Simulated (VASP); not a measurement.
Input of a VASP 6.6.1 run:

The input INCAR:

```
SYSTEM = Re
ALGO = Normal ; EDIFF = 1E-6
ENCUT = 500 ; GGA = PE
GGA_COMPAT = .FALSE. ; ISIF = 2
ISMEAR = 0 ; LASPH = .TRUE.
LCHARG = .TRUE. ; LELF = .TRUE.
LREAL = .FALSE. ; LVHAR = .TRUE.
LWAVE = .FALSE. ; NBANDS = 22
NELM = 120 ; PREC = Accurate
SIGMA = 0.05
```

File KPOINTS:

```
k-points
0
G
  7 7 7
  0 0 0
```

Contents of POSCAR:

```
Re
1.0
    0.0000000000      2.7799563147      2.7799563147
    2.7799563147      0.0000000000      2.7799563147
    2.7799563147      2.7799563147      0.0000000000
Re
2
Direct
    0.0000000000      0.0000000000      0.0000000000
    0.2500000000      0.2500000000      0.2500000000
```

Potentials or basis: VASP PAW PBE potentials, release 64 (Re_sv_GW).

Command:

```bash
$ cat potpaw_PBE.64/Re_sv_GW/POTCAR > POTCAR
$ mpirun -np 1 vasp_std > vasp.out
```

Q: What does it give for the band gap on the k mesh?

A: Zero (band 15 reaches 8.07 eV, above the bottom of band 16 at 7.03 eV).

Q: What does it give for the pressure?

A: 8.4 GPa.

Caveat: spin-orbit coupling is left out, which moves the levels of the heavy elements.
